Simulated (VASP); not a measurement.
## BN: vibrations by perturbation theory with LDA

BN:

```
CELL_PARAMETERS angstrom
0.00000 1.78163 1.78163
1.78163 0.00000 1.78163
1.78163 1.78163 0.00000
ATOMIC_POSITIONS crystal
B 0.00000 0.00000 0.00000
N 0.75000 0.75000 0.75000
```

```yaml
Program: VASP 6.6.1
Task: vibrations by perturbation theory
Functional: LDA
Potentials_or_basis: VASP PAW LDA potentials, release 64 (B, N)
Cutoff: 520 eV
k_mesh: 12 × 12 × 12
Occupations: gaussian, width 0.01 eV
Spin: no spin polarisation
Dipole_correction: no
Further_INCAR_settings: ALGO = Normal; EDIFF = 1e-08; IBRION = 8; NSW = 1
```

```json
{
  "Electronic dielectric tensor (diagonal)": "4.55",
  "Born charges (mean of the diagonal)": "B +1.87; N -1.87 e",
  "Highest phonon frequency at Γ, LO-TO splitting left out": "1089 cm⁻¹"
}
```

Phonon frequencies in cm⁻¹ (negative: imaginary):
| q point | frequencies |
| --- | --- |
| (0.000, 0.000, 0.000) | 0 0 0 1089 1089 1089 |

Electronic dielectric tensor:
```
4.55 0.00 0.00
0.00 4.55 0.00
0.00 0.00 4.55
```

Born effective charge tensors (e):
atom 1, B
```
1.87 0.00 0.00
0.00 1.87 0.00
0.00 0.00 1.87
```
atom 2, N
```
-1.87  0.00  0.00
 0.00 -1.87  0.00
 0.00  0.00 -1.87
```

Run time: 4.1 min on 1 thread of Intel Xeon 8259CL, with other jobs on the host, peak memory 0.18 GiB.

Caveat: the cell wasn't relaxed at this level first, which shifts response properties.
